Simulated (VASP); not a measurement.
A run of VASP 6.6.1 is set up as follows.

INCAR

```
SYSTEM = HC8
PREC = Accurate
ENCUT = 520
EDIFF = 1E-7
ISMEAR = 0
SIGMA = 0.1
LREAL = .FALSE.
LASPH = .TRUE.
NELM = 150
ALGO = Normal
ISIF = 2
LWAVE = .FALSE.
LCHARG = .FALSE.
ISPIN = 2
MAGMOM = 0 0 0 0 0 0 0 0 1
LORBIT = 11
LDIPOL = .TRUE.
IDIPOL = 3
DIPOL = 0.5 0.5 0.241
GGA = PE
IVDW = 12
NBANDS = 30
```

KPOINTS

```
regular mesh
0
G
  6 6 1
  0 0 0
```

POSCAR

```
HC8
1.0
    4.9313048824     -0.0000000001      0.0000000000
   -2.4656524412      4.2706353020      0.0000000000
    0.0000000000      0.0000000000     17.0000331944
C H
8 1
Direct
    0.3333333333      0.1666666667      0.2352956108
    0.3333333333      0.6666666667      0.2352956108
    0.8333333333      0.1666666667      0.2352956108
    0.8333333333      0.6666666667      0.2352956108
    0.1666666667      0.3333333333      0.2352936582
    0.1666666667      0.8333333333      0.2352936582
    0.6666666667      0.3333333333      0.2352936582
    0.6666666667      0.8333333333      0.2352936582
    0.5000000000      0.1666666667      0.2882366839
```

Potentials or basis: VASP PAW PBE potentials, release 64 (C, H).

Launch:

```console
$ cat potpaw_PBE.64/C/POTCAR potpaw_PBE.64/H/POTCAR > POTCAR
$ mpirun -np 1 vasp_std > vasp.out
```

Problem. Predict the net moment.

Solution. 0.00 μB per cell.

Problem. What does it give for the dispersion energy per atom?

Solution. -0.081 eV.

Problem. Estimate the largest force.

Solution. 2.942 eV/Å.

Forces in eV/Å, atoms in the order of the input:
```
C   -1.483 -0.834 -1.033
C    0.478  0.432 -0.034
C    1.868 -0.287 -0.581
C    0.575  1.115  0.219
C   -1.253  0.060  0.219
C   -0.685 -1.762 -0.581
C    1.464  0.868 -1.033
C   -0.613 -0.198 -0.034
H   -0.350  0.606  2.858
```
